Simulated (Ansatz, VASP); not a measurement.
## Be: VASP beside Ansatz

```
Be
1.0
     2.41448    0.00000    0.00000
    -1.20724    2.09100    0.00000
     0.00000    0.00000    3.51088
Be
2
Direct
  0.33333 0.66667 0.25000
  0.66667 0.33333 0.75000
```

Change from the starting cell: strain +0.050 along x and y, -0.025 along z, atoms carried along.

Alike in both runs: task single point; functional PBEsol; k mesh 24 × 24 × 14; occupations gaussian, width 0.15 eV; no spin polarisation.

```csv
,VASP,Ansatz
version,VASP 6.6.1,Ansatz 0.2.0
potentials or method,"VASP PAW PBE potentials, release 64 (Be), cutoff 520 eV","scalar-relativistic, plane waves, PAW"
valence electrons in the cell,4,4
```

|  | VASP | Ansatz | Ansatz less VASP |
| --- | --- | --- | --- |
| gap on the k mesh at the Fermi level (eV) | none | none | - |
| pressure (GPa) | -10.9 | -11.1 | -0.27 |
| traceless stress, the component that is largest in VASP (GPa) | 12.26 | 12.18 | -0.072 |

VASP's potentials were made for PBE, not for PBEsol. A gap of «none» marks a metal or a gap that the smearing closes.
